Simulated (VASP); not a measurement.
As, 2 atoms in the cell. The structure is hexagonal, space group P6_3/mmc (No. 194). The conventional cell has a = 2.293 Å, b = 2.293 Å, c = 3.650 Å, α = 90.00°, β = 90.00°, γ = 120.00°. Within 3.0 Å of As (site symmetry -6m2) lie 12 As at 2.25 to 2.29 Å. 

| Item | Value |
| --- | --- |
| Program | VASP 6.6.1 |
| Task | single point |
| Functional | PBE |
| Potentials or basis | VASP PAW PBE potentials, release 64 (As) |
| Cutoff | 520 eV |
| k mesh | 19 × 19 × 11 |
| Occupations | fermi-dirac, width 0.1 eV |
| Spin | no spin polarisation |
| Dipole correction | no |
| Further INCAR settings | ALGO = Normal; EDIFF = 1e-06; NBANDS = 12 |

Potentials or basis: VASP PAW PBE potentials, release 64 (As).

Run with:

```sh
$ cat potpaw_PBE.64/As/POTCAR > POTCAR
$ mpirun -np 1 vasp_std > vasp.out
```

Hardware: 1 thread of AMD EPYC 7R43 64-Core Processor (Zen 3) (shared host).

Q: Estimate the wall time of this run.

A: Run time: 38 s on 1 thread of AMD EPYC 7R43 64-Core Processor (Zen 3), on a shared host, peak memory 0.11 GiB. Counts: scf iterations 12, k points 240.
